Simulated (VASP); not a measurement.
# Ti: single point with PBE

The system is Ti.

```
Ti
1.0
     0.00000   -3.25524    0.00000
    -3.25524    0.00000    0.00000
     0.00000    0.00000   -3.25524
Ti
2
Cartesian
  -1.7820 -1.7820 -1.6276
  0.1544 0.1544 0.0000
```

This cell differs from its parent crystal: mode 4 frozen in at -0.154 Å and mode 5 at -0.154 Å (largest displacements).

```json
{
  "Program": "VASP 6.6.1",
  "Task": "single point",
  "Functional": "PBE",
  "Potentials or basis": "VASP PAW PBE potentials, release 64 (Ti_sv)",
  "Cutoff": "520 eV",
  "k mesh": "14 × 14 × 14",
  "Occupations": "gaussian, width 0.15 eV",
  "Spin": "no spin polarisation"
}
```

| Property | Result |
| --- | --- |
| Pressure | 3.5 GPa |
| Largest force | 2.437 eV/Å |
| Band gap on the k mesh | zero (band 12 reaches 8.88 eV, above the bottom of band 13 at 7.67 eV) |

Forces on the atoms (eV/Å):
```
Ti   1.723  1.723  0.000
Ti  -1.723 -1.723  0.000
```

Stress tensor (GPa, compression positive):
```
1.69 3.82 0.00
3.82 1.69 0.00
0.00 0.00 7.17
```

Levels at points of the mesh, in eV from the Fermi level:
```tsv
k point	band 10	band 11	band 12	band 13	band 14	band 15
(0.00, 0.00, 0.00)	-2.26	-1.91	0.56	1.25	1.38	2.10
(0.50, 0.00, 0.00)	-2.46	-1.21	0.22	0.65	0.98	1.80
(0.00, 0.00, 0.50)	-2.53	-0.78	-0.78	0.83	0.83	2.46
(0.50, 0.50, 0.00)	-2.44	-0.55	-0.40	0.93	1.22	2.76
(0.00, 0.50, 0.50)	-2.34	-0.16	-0.16	1.08	1.08	2.85
(0.50, 0.50, 0.50)	-0.80	-0.59	-0.59	0.02	0.02	3.16
```

Wall time 3 min on 1 thread of Intel(R) Xeon(R) 6975P-C (Granite Rapids), with other jobs on the host, peak memory 0.33 GiB.

Caveat: the cell differs from its parent crystal (mode 4 frozen in at -0.154 Å and mode 5 at -0.154 Å (largest displacements)); forces of over 1 eV/Å act on the atoms, so gaps and moduli don't describe the material at rest.
